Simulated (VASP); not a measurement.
Write the native input for VASP 6.6.1 that does the following.

| Quantity | Value |
| --- | --- |
| Task | single point |
| Functional | PBEsol |
| Potentials or basis | VASP PAW PBE potentials, release 64 (Ti_sv, Nb_sv) |
| Cutoff | 500 eV |
| k mesh | 3 × 3 × 3 |
| Occupations | methfessel-paxton, width 0.1 eV |
| Spin | no spin polarisation |
| Dipole correction | no |
| Further INCAR settings | ALGO = Normal; EDIFF = 1e-06; NBANDS = 32 |

The structure of Ti3Nb lies in POSCAR:

```
Ti3Nb
1.0
    4.1334300000      0.0000000000      0.0000000000
    0.0000000000      4.1334300000      0.0000000000
    0.0000000000      0.0000000000      4.1334300000
Ti Nb
3 1
Direct
    0.0000000000      0.5000000000      0.5000000000
    0.5000000000      0.0000000000      0.5000000000
    0.5000000000      0.5000000000      0.0000000000
    0.0000000000      0.0000000000      0.0000000000
```

One way to write it, as run:

INCAR

```
SYSTEM = Ti3Nb
ALGO = Normal ; EDIFF = 1E-6
ENCUT = 500 ; GGA = PS
GGA_COMPAT = .False. ; ISIF = 2
ISMEAR = 1 ; LASPH = .True.
LCHARG = .False. ; LREAL = .False.
LWAVE = .False. ; NBANDS = 32
NELM = 120 ; PREC = Accurate
SIGMA = 0.1
```

KPOINTS

```
k-points
0
Gamma
  3 3 3
  0 0 0
```

Potentials or basis: VASP PAW PBE potentials, release 64 (Ti_sv, Nb_sv).

Launch:

```sh
$ cat potpaw_PBE.64/Ti_sv/POTCAR potpaw_PBE.64/Nb_sv/POTCAR > POTCAR
$ mpirun -np 1 vasp_std > vasp.out
```

It gave:

The pressure is -5.9 GPa.

Caveat: the k points lie up to 0.51 Å⁻¹ apart; the PAW data sets were made with another functional, which shifts forces and pressure a little.

Run time: 14 s on 1 thread of AMD EPYC 7R13 Processor (Zen 3), with other jobs on the host, peak memory 0.13 GiB.
